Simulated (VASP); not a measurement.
A run of VASP 6.6.1 is set up as follows.

File INCAR:

```
ALGO = Normal
EDIFF = 1E-7
EDIFFG = -0.02
ENCUT = 500
GGA_COMPAT = F
IBRION = 2
ISIF = 3
ISMEAR = 0
LASPH = T
LCHARG = F
LREAL = F
LWAVE = F
NELM = 120
NELMIN = 4
NSW = 80
PREC = Accurate
SIGMA = 0.01
```

The input KPOINTS:

```
k-points
0
Gamma
  12 12 4
```

Contents of POSCAR:

```
SnS2
1.0
    3.6390000000      0.0000000000      0.0000000000
   -1.8195000000      3.1514664444      0.0000000000
    0.0000000000      0.0000000000      5.8680000000
Sn S
1 2
Direct
    0.0000000000      0.0000000000      0.0000000000
    0.3333330000      0.6666670000      0.2500000000
    0.6666670000      0.3333330000      0.7500000000
```

Potentials or basis: VASP PAW LDA potentials, release 64 (Sn_d, S).

Launch:

```bash
$ cat potpaw_LDA.64/Sn_d/POTCAR potpaw_LDA.64/S/POTCAR > POTCAR
$ mpirun -np 1 vasp_std > vasp.out
```

Problem. Predict the band gap on the k mesh.

Solution. 1.12 eV (least direct gap 1.62 eV).

Problem. What does it give for the relaxed volume?

Solution. 21.63 Å³/atom.

Problem. What does it give for the relaxed cell?

Solution. a = 3.630 Å, b = 3.630 Å, c = 5.685 Å, α = 90.00°, β = 90.00°, γ = 120.00°.

Problem. Estimate the space group after relaxing (to 0.1 Å).

Solution. P-3m1 (No. 164).

The path:
```
step  energy change (eV)  largest force (eV/Å)  pressure (GPa)  volume (Å³)
   1              0.0000                0.0024           -0.75        67.30
   2             -0.0007                0.1521            0.54        66.28
   3             -0.0014                0.0895            0.00        66.70
   4             -0.0021                0.0703            0.00        66.55
   5             -0.0033                0.0122           -0.01        66.10
   6             -0.0020                0.1048            0.04        65.22
   7             -0.0034                0.0158            0.01        65.88
   8             -0.0039                0.0145            0.01        65.78
   9             -0.0051                0.0115            0.01        65.48
  10             -0.0060                0.0054            0.04        64.88
```

Caveat: spin-orbit coupling is left out, which moves the levels of the heavy elements. Zero-point motion and thermal expansion aren't in these numbers.
